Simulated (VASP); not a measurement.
# RbHg (F-43m) in VASP: relaxation of cell and atoms with PBE

Aim: the relaxation of cell and atoms of RbHg with PBE.

Everything below comes from runs of VASP 6.6.1. Logs are shortened: lines on timing, memory, paths and dates and some standing lists are left out, and cuts for length are marked.

### 1 The cell of the first run

The structure is cubic, space group F-43m (No. 216). The conventional cell has a = 6.641 Å, b = 6.641 Å, c = 6.641 Å, α = 90.00°, β = 90.00°, γ = 90.00°. Rb (site symmetry -43m) has 4 Hg at 2.88 Å within 3.8 Å. Within 3.8 Å of Hg (site symmetry -43m) lie 4 Rb at 2.88 Å.

The cell was generated, and may not be a known phase.

### 2 Relaxation of cell and atoms, PBE

Contents of INCAR:

```
ALGO = Normal ; EDIFF = 1E-7
EDIFFG = -0.04 ; ENCUT = 550
GGA = PE ; GGA_COMPAT = F
IBRION = 2 ; ISIF = 3
ISMEAR = 0 ; LASPH = T
LCHARG = F ; LREAL = F
LWAVE = F ; NELM = 120
NELMIN = 4 ; NSW = 90
PREC = Accurate ; SIGMA = 0.1
```

Contents of KPOINTS:

```
k-points
0
Gamma
  4 4 4
```

Contents of POSCAR:

```
RbHg
1.0
    0.0000000000      3.3207344500      3.3207344500
    3.3207344500      0.0000000000      3.3207344500
    3.3207344500      3.3207344500      0.0000000000
Rb Hg
1 1
Direct
    0.7500000000      0.7500000000      0.7500000000
    0.0000000000      0.0000000000      0.0000000000
```

Potentials or basis: VASP PAW PBE potentials, release 64 (Rb_sv, Hg_sv_GW).

Started as:

```
$ cat potpaw_PBE.64/Rb_sv/POTCAR potpaw_PBE.64/Hg_sv_GW/POTCAR > POTCAR
$ mpirun -np 1 vasp_std > vasp.out
```

OUTCAR:

```text
EDIFF = 1E-7
   EDIFFG = -0.04
   ENCUT = 550
   GGA = PE
   IBRION = 2
   ISIF = 3
   ISMEAR = 0
   LASPH = T
   LREAL = F
   NELM = 120
   NELMIN = 4
   NSW = 90
   PREC = Accurate

 ion  position               nearest neighbor table
   1  0.750  0.750  0.750-   2 2.88   2 2.88   2 2.88   2 2.88
   2  0.000  0.000  0.000-   1 2.88   1 2.88   1 2.88   1 2.88

  LATTYP: Found a face centered cubic cell.
 ALAT       =     6.6414689000

  Lattice vectors:

 A1 = (   0.0000000000,   3.3207344500,   3.3207344500)
 A2 = (   3.3207344500,   0.0000000000,   3.3207344500)
 A3 = (   3.3207344500,   3.3207344500,   0.0000000000)

Analysis of symmetry for initial positions (statically):
=====================================================================
 Subroutine PRICEL returns:
 Original cell was already a primitive cell.

 Routine SETGRP: Setting up the symmetry group for a
 face centered cubic supercell.

 Subroutine GETGRP returns: Found 24 space group operations
 (whereof 24 operations were pure point group operations)
 out of a pool of 48 trial point group operations.

The static configuration has the point symmetry T_d .

Analysis of symmetry for dynamics (positions and initial velocities):
=====================================================================
 Subroutine PRICEL returns:
 Original cell was already a primitive cell.

 Routine SETGRP: Setting up the symmetry group for a
 face centered cubic supercell.

 Subroutine GETGRP returns: Found 24 space group operations
 (whereof 24 operations were pure point group operations)
 out of a pool of 48 trial point group operations.

The dynamic configuration has the point symmetry T_d .

 Subroutine INISYM returns: Found 24 space group operations
 (whereof 24 operations are pure point group operations),
 and found     1 'primitive' translations

----------------------------------------------------------------------------------------

                                     Primitive cell

  volume of cell :      73.2373

  direct lattice vectors                    reciprocal lattice vectors
     0.000000000  3.320734450  3.320734450    -0.150569101  0.150569101  0.150569101
     3.320734450  0.000000000  3.320734450     0.150569101 -0.150569101  0.150569101
     3.320734450  3.320734450  0.000000000     0.150569101  0.150569101 -0.150569101

  length of vectors
     4.696227696  4.696227696  4.696227696     0.260793333  0.260793333  0.260793333

  position of ions in fractional coordinates (direct lattice)
     0.750000000  0.750000000  0.750000000
     0.000000000  0.000000000  0.000000000

  ion indices of the primitive-cell ions
   primitive index   ion index
                 1           1
                 2           2

----------------------------------------------------------------------------------------

 KPOINTS: k-points

Automatic generation of k-mesh.
 Grid dimensions read from file:
 generate k-points for:    4    4    4

 Generating k-lattice:

  Cartesian coordinates                     Fractional coordinates (reciprocal lattice)
    -0.037642275  0.037642275  0.037642275     0.250000000  0.000000000  0.000000000
     0.037642275 -0.037642275  0.037642275     0.000000000  0.250000000  0.000000000
     0.037642275  0.037642275 -0.037642275     0.000000000  0.000000000  0.250000000

  Length of vectors
     0.065198333  0.065198333  0.065198333

  Shift w.r.t. Gamma in fractional coordinates (k-lattice)
     0.000000000  0.000000000  0.000000000

 Subroutine IBZKPT returns following result:
 ===========================================

 Found      8 irreducible k-points:

 Following reciprocal coordinates:
            Coordinates               Weight
  0.000000  0.000000  0.000000      1.000000
  0.250000  0.000000  0.000000      8.000000
  0.500000  0.000000  0.000000      4.000000
  0.250000  0.250000  0.000000      6.000000
  0.500000  0.250000  0.000000     24.000000
 -0.250000  0.250000  0.000000     12.000000
  0.500000  0.500000  0.000000      3.000000
 -0.250000  0.500000  0.250000      6.000000
   k-points           NKPTS =      8   k-points in BZ     NKDIM =      8   number of bands    NBANDS=     18
   number of dos      NEDOS =    301   number of ions     NIONS =      2
   total plane-waves  NPLWV =  46656
   dimension x,y,z NGX =    36 NGY =   36 NGZ =   36
   dimension x,y,z NGXF=    72 NGYF=   72 NGZF=   72
   ions per type =               1   1
   NGX,Y,Z   is equivalent  to a cutoff of  12.74, 12.74, 12.74 a.u.
   NGXF,Y,Z  is equivalent  to a cutoff of  25.49, 25.49, 25.49 a.u.
 SYSTEM =  unknown system
   PREC   = accura    normal or accurate (medium, high low for compatibility)
   ISTART =      0    job   : 0-new  1-cont  2-samecut
   ICHARG =      2    charge: 1-file 2-atom 10-const
   ISPIN  =      1    spin polarized calculation?
   LNONCOLLINEAR =      F non collinear calculations
   LSORBIT =      F    spin-orbit coupling
   LASPH  =      T    aspherical Exc in radial PAW
   ENCUT  =  550.0 eV  40.42 Ry    6.36 a.u.   8.98  8.98  8.98*2*pi/ulx,y,z
   NELM   =    120;   NELMIN=  4; NELMDL= -5     # of ELM steps
   EDIFF  = 0.1E-06   stopping-criterion for ELM
   LREAL  =      F    real-space projection
   EDIFFG = -.4E-01   stopping-criterion for IOM
   NSW    =     90    number of steps for IOM
   IBRION =      2    ionic relax: 0-MD 1-quasi-New 2-CG
   NFREE  =      1    steps in history (QN), initial steepest desc. (CG)
   ISIF   =      3    stress and relaxation
   ISYM   =      2    0-nonsym 1-usesym 2-fastsym
   POTIM  = 0.5000    time-step for ionic-motion
   TEBEG  =    0.0;   TEEND  =   0.0 temperature during run
   PSTRESS=    0.0 pullay stress
   NELECT =      29.0000    total number of electrons
   NUPDOWN=      -1.0000    fix difference up-down
   EMIN   =  10.00;   EMAX   =-10.00  energy-range for DOS
   EFERMI =   0.00;   METHOD = LEGACY
   ISMEAR =     0;   SIGMA  =   0.10  broadening in eV -4-tet -1-fermi 0-gaus
   EFERMI_NEDOS =   21; number of points for ismear=-14 and -15
   IALGO  =     38    algorithm
   IMIX   =      4    mixing-type and parameters
     AMIX     =   0.40;   BMIX     =  1.00
     AMIX_MAG =   1.60;   BMIX_MAG =  1.00
  volume/ion in A,a.u.               =      36.62       247.11
  Fermi-wavevector in a.u.,A,eV,Ry     =   1.202163  2.271759 19.663083  1.445196
  Thomas-Fermi vector in A             =   2.337952
   LORBIT       =      0    0 simple, 1 ext, 2 COOP (PROOUT), +10 PAW based schemes
   GGA     = PE    functional components
   LHFCALC =     F    Hartree Fock is set to
   AEXX    =    0.0000 exact exchange contribution
   IVDW    =     0    specifies the selected vdW correction
   LEPSILON=     F    determine dielectric tensor
   LRPA    =     F    only Hartree local field effects (RPA)
 conjugate gradient relaxation of ions
 non-spin polarized calculation
 Gauss-broadening in eV      SIGMA  =   0.10
  energy-cutoff  :      550.00
  volume of cell :       73.24
 maximum number of plane-waves:      2180
   NGX = 17   NGY = 17   NGZ = 17

--------------------------------------- Ionic step        1  -------------------------------------------

 number of electron      28.9999992 magnetization

 Free energy of the ion-electron system (eV)
  ---------------------------------------------------
  ext. energy  EPLUGINS =         0.00000000
  ---------------------------------------------------
  free energy    TOTEN  =         0.51954982 eV

  energy without entropy =        0.52471592  energy(sigma->0) =        0.52213287

------------------------ aborting loop because EDIFF is reached ----------------------------------------

  FORCE on cell =-STRESS in cart. coord.  units (eV):
  Direction    XX          YY          ZZ          XY          YZ          ZX
  --------------------------------------------------------------------------------------
  -------------------------------------------------------------------------------------
  Total        6.0177093      6.0177093      6.0177093     -0.0000000      0.0000000     -0.0000000
  in kB      131.6465098    131.6465098    131.6465098     -0.0000000      0.0000000     -0.0000000
  external PRESSURE =     131.6465098 kB  Pullay stress =       0.0000000 kB

 VOLUME and BASIS-vectors are now :
 -----------------------------------------------------------------------------
  energy-cutoff  :      550.00
  volume of cell :       73.24
      direct lattice vectors                 reciprocal lattice vectors
     0.000000000  3.320734450  3.320734450    -0.150569101  0.150569101  0.150569101
     3.320734450  0.000000000  3.320734450     0.150569101 -0.150569101  0.150569101
     3.320734450  3.320734450  0.000000000     0.150569101  0.150569101 -0.150569101

 POSITION                                       TOTAL-FORCE (eV/Angst)
 -----------------------------------------------------------------------------------
      4.98110      4.98110      4.98110        -0.000000     -0.000000     -0.000000
      0.00000      0.00000      0.00000         0.000000      0.000000      0.000000
 -----------------------------------------------------------------------------------
    total drift:                               -0.000000     -0.000000     -0.000000

  FREE ENERGIE OF THE ION-ELECTRON SYSTEM (eV)
  ---------------------------------------------------
  free  energy   TOTEN  =         0.5195498155 eV
[... 89 lines left out ...]
 VOLUME and BASIS-vectors are now :
 -----------------------------------------------------------------------------
  energy-cutoff  :      550.00
  volume of cell :      135.18
      direct lattice vectors                 reciprocal lattice vectors
     0.000000000  4.073470191  4.073470191    -0.122745467  0.122745467  0.122745467
     4.073470191  0.000000000  4.073470191     0.122745467 -0.122745467  0.122745467
     4.073470191  4.073470191  0.000000000     0.122745467  0.122745467 -0.122745467

 POSITION                                       TOTAL-FORCE (eV/Angst)
 -----------------------------------------------------------------------------------
      6.11021      6.11021      6.11021         0.000000      0.000000      0.000000
      4.07347      4.07347      0.00000        -0.000000     -0.000000     -0.000000
 -----------------------------------------------------------------------------------
    total drift:                                0.000000      0.000000      0.000000

  FREE ENERGIE OF THE ION-ELECTRON SYSTEM (eV)
  ---------------------------------------------------
  free  energy   TOTEN  =        -0.8337222924 eV

  energy  without entropy=       -0.8124843867  energy(sigma->0) =       -0.82310334

--------------------------------------- Ionic step        5  -------------------------------------------

 number of electron      29.0000019 magnetization

 Free energy of the ion-electron system (eV)
  ---------------------------------------------------
  ext. energy  EPLUGINS =         0.00000000
  ---------------------------------------------------
  free energy    TOTEN  =        -0.83533604 eV

  energy without entropy =       -0.81340126  energy(sigma->0) =       -0.82436865

 E-fermi :   0.4685     XC(G=0):  -6.0007

 val. band max:        0.3913611897   @ k =   0.5000   0.2500   0.0000
 cond. band min:       0.4952365937   @ k =  -0.2500   0.2500   0.0000
 fundamental gap:      0.1038754040
 Fermi energy:         0.4685236580

 k-point     1 :       0.0000    0.0000    0.0000
  band No.  band energies     occupation
      1    -115.1854      2.00000
      2     -63.5544      2.00000
      3     -63.5544      2.00000
      4     -63.5544      2.00000
      5     -28.1472      2.00000
      6     -12.2569      2.00000
[... 10 lines left out ...]
     17       2.0151      0.00000
     18       2.3842      0.00000

 k-point     2 :       0.2500    0.0000    0.0000
  band No.  band energies     occupation
      1    -115.1858      2.00000
      2     -63.5545      2.00000
      3     -63.5545      2.00000
      4     -63.5545      2.00000
      5     -28.1470      2.00000
      6     -12.2703      2.00000
[... 10 lines left out ...]
     17       2.0731      0.00000
     18       3.8075      0.00000
[... 137 lines left out ...]
 VOLUME and BASIS-vectors are now :
 -----------------------------------------------------------------------------
  energy-cutoff  :      550.00
  volume of cell :      138.89
      direct lattice vectors                 reciprocal lattice vectors
     0.000000000  4.110362030  4.110362030    -0.121643786  0.121643786  0.121643786
     4.110362030  0.000000000  4.110362030     0.121643786 -0.121643786  0.121643786
     4.110362030  4.110362030  0.000000000     0.121643786  0.121643786 -0.121643786

 POSITION                                       TOTAL-FORCE (eV/Angst)
 -----------------------------------------------------------------------------------
      6.16554      6.16554      6.16554         0.000000      0.000000      0.000000
      0.00000      0.00000      0.00000        -0.000000     -0.000000     -0.000000
 -----------------------------------------------------------------------------------
    total drift:                               -0.000000     -0.000000      0.000000

  FREE ENERGIE OF THE ION-ELECTRON SYSTEM (eV)
  ---------------------------------------------------
  free  energy   TOTEN  =        -0.8353360434 eV

  energy  without entropy=       -0.8134012597  energy(sigma->0) =       -0.82436865

 reached required accuracy - stopping structural energy minimisation
```

Run time: 50 s. Hardware: 1 thread of Intel Xeon 6975P-C (Granite Rapids), shared host; peak memory 0.21 GiB.

What came out:

* Free energy: -0.8353 eV
* Relaxed volume: 69.44 Å³/atom
* Relaxed cell: a = 5.813 Å, b = 5.813 Å, c = 5.813 Å, α = 60.00°, β = 60.00°, γ = 60.00°
* Space group after relaxing (to 0.1 Å): F-43m (No. 216)
* Energy gained by relaxing: 677.4 meV/atom
* Ionic steps: 5
* Pressure after relaxing: 0.0 GPa
* Band gap on the k mesh: zero (an odd number of electrons rules out a gap without spin polarisation)

The path:
```csv
step,energy change (eV),largest force (eV/Å),pressure (GPa),volume (Å³)
1,0.0000,0.0000,13.16,73.24
2,-1.2621,0.0000,1.38,109.98
3,-1.3137,0.0000,0.74,118.00
4,-1.3533,0.0000,0.11,135.18
5,-1.3549,0.0000,0.03,138.89
```

Final structure:
```
CELL_PARAMETERS angstrom
0.00000 4.11036 4.11036
4.11036 0.00000 4.11036
4.11036 4.11036 0.00000
ATOMIC_POSITIONS crystal
Rb 0.75000 0.75000 0.75000
Hg 0.00000 0.00000 0.00000
```

Levels at points of the mesh, in eV from the Fermi level:
```
           k point  band 12  band 13  band 14  band 15  band 16  band 17
(0.00, 0.00, 0.00)    -7.42    -7.42    -5.04     1.55     1.55     1.55
(0.50, 0.00, 0.00)    -7.42    -7.42    -4.58    -0.34     1.62     1.62
(0.50, 0.50, 0.00)    -7.43    -7.42    -4.43    -0.26     1.53     1.53
```

Caveat: the k points lie up to 0.33 Å⁻¹ apart in the final cell, too coarse for converged energies and pressures of a metal; the volume moved by over 15 % at a fixed basis, so the end points are rough; spin-orbit coupling is left out, which moves the levels of the heavy elements.

The gap in the log of VASP goes by the Fermi energy; the results here count the filled bands.